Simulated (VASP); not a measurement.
A run of VASP 6.6.1 is set up as follows.

The input INCAR:

```
  ALGO = Normal
  EDIFF = 1E-6
  ENCUT = 520
  GGA = PE
  ISIF = 2
  ISMEAR = 0
  LASPH = True
  LCHARG = False
  LREAL = Auto
  LWAVE = False
  NBANDS = 85
  NELM = 60
  PREC = Accurate
  SIGMA = 0.05
```

The input KPOINTS:

```
k-points
0
Gamma
  9 9 1
```

POSCAR

```
Bi2Te3
1.0
   -4.4465493992      0.0000000000      0.0000000000
   -2.2232746996     -3.8508247389      0.0000000000
   -4.4467717267     -2.5673448534     32.1686732172
Bi Te
6 9
Direct
    0.2907205587      0.2907205587      0.5638909674
    0.8462872253     -0.1537127747      0.2305576341
   -0.2648461080     -0.2648461080      0.8972243008
    0.1536572180      0.1536572180      0.7694756992
    0.7092238847     -0.2907761153      0.4361423659
    0.2647905513      0.2647905513      0.1028090326
    0.5555388883      0.5555388883      0.1666833333
   -0.5555944450     -0.5555944450      0.8333500000
   -0.0000277783     -0.0000277783      0.5000166667
    0.4115094736      0.4115094736      0.3827166538
    0.9670761402      0.9670761402      0.0493833205
   -0.1440571931     -0.1440571931      0.7160499872
    0.0328683031      0.0328683031      0.9506500128
    0.5884349698     -0.4115650302      0.6173166795
    0.1440016364      0.1440016364      0.2839833462
```

Potentials or basis: VASP PAW PBE potentials, release 64 (Bi_d, Te).

Command:

```bash
$ cat potpaw_PBE.64/Bi_d/POTCAR potpaw_PBE.64/Te/POTCAR > POTCAR
$ mpirun -np 1 vasp_std > vasp.out
```

Question: Estimate the pressure.

Answer: 0.4 GPa.

Question: Predict the band gap on the k mesh.

Answer: 0.15 eV.

Question: Estimate the largest force.

Answer: 0.539 eV/Å.

Stress tensor (GPa, compression positive):
```
 0.04 -0.01  0.00
-0.01  0.05  0.00
 0.00  0.00  1.06
```

Caveat: the cell differs from its parent crystal (the part above a cut slid along it); spin-orbit coupling is left out, which moves the levels of the heavy elements. A k mesh can miss the band edges.
